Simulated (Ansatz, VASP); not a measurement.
YbB2: VASP beside Ansatz

```
Yb B
1.0
     3.25030    0.00000    0.00000
    -1.62515    2.81484    0.00000
     0.00000    0.00000    3.73150
Yb B
1 2
Direct
  0.00000 0.00000 0.00000
  0.66667 0.33333 0.50000
  0.33333 0.66667 0.50000
```

Alike in both runs: task single point; functional PBE; k mesh 8 × 8 × 6; occupations fermi-dirac, width 0.05 eV; collinear spin; fixed moment 0.8 μB.

```csv
,VASP,Ansatz
version,VASP 6.6.1,Ansatz 0.2.0
potentials or method,"VASP PAW PBE potentials, release 64 (Yb, B)",Ansatz PAW
plane-wave cutoff (eV),520,420
valence electrons in the cell,30,30
```

```csv
,VASP,Ansatz,Ansatz less VASP
pressure (GPa),2.4,1.8,-0.61
"traceless stress, the component that is largest in VASP (GPa)",5.55,5.40,-0.153
net moment per atom (μB),0.27,0.27,0.000
size of the moment on the site where the two differ most (μB),0.55,0.52,-0.025
```

Site moments also hang on the region over which each program counts them. With one functional, cell and mesh, what is left measures potentials, basis and numerics.

Spin-orbit coupling is off throughout.
